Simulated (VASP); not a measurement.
AlN, 2 atoms in the cell. The structure is cubic, space group F-43m (No. 216). Conventional cell: a = 4.309 Å, b = 4.309 Å, c = 4.309 Å, α = 90.00°, β = 90.00°, γ = 90.00°. Al (site symmetry -43m) has 4 N at 1.87 Å within 2.5 Å. N (site symmetry -43m) has 4 Al at 1.87 Å within 2.5 Å.  This cell differs from its parent crystal: volume scaled by 0.96.

| Quantity | Value |
| --- | --- |
| Program | VASP 6.6.1 |
| Task | single point |
| Functional | PBE |
| Potentials or basis | VASP PAW PBE potentials, release 64 (Al, N) |
| Cutoff | 520 eV |
| k mesh | 10 × 10 × 10 |
| Occupations | fermi-dirac, width 0.05 eV |
| Spin | no spin polarisation |
| Dipole correction | no |
| Further INCAR settings | ALGO = Normal; EDIFF = 1e-06; NBANDS = 11 |

Potentials or basis: VASP PAW PBE potentials, release 64 (Al, N).

The run is started by

```console
$ cat potpaw_PBE.64/Al/POTCAR potpaw_PBE.64/N/POTCAR > POTCAR
$ mpirun -np 1 vasp_std > vasp.out
```

Hardware: 1 thread of Intel Xeon 6975P-C, on a shared host.

Task: How long does it take, and how much memory?

Result: Run time: 5.4 s on 1 thread of Intel Xeon 6975P-C (shared host), peak memory 0.13 GiB. Counts: scf iterations 12, k points 47.
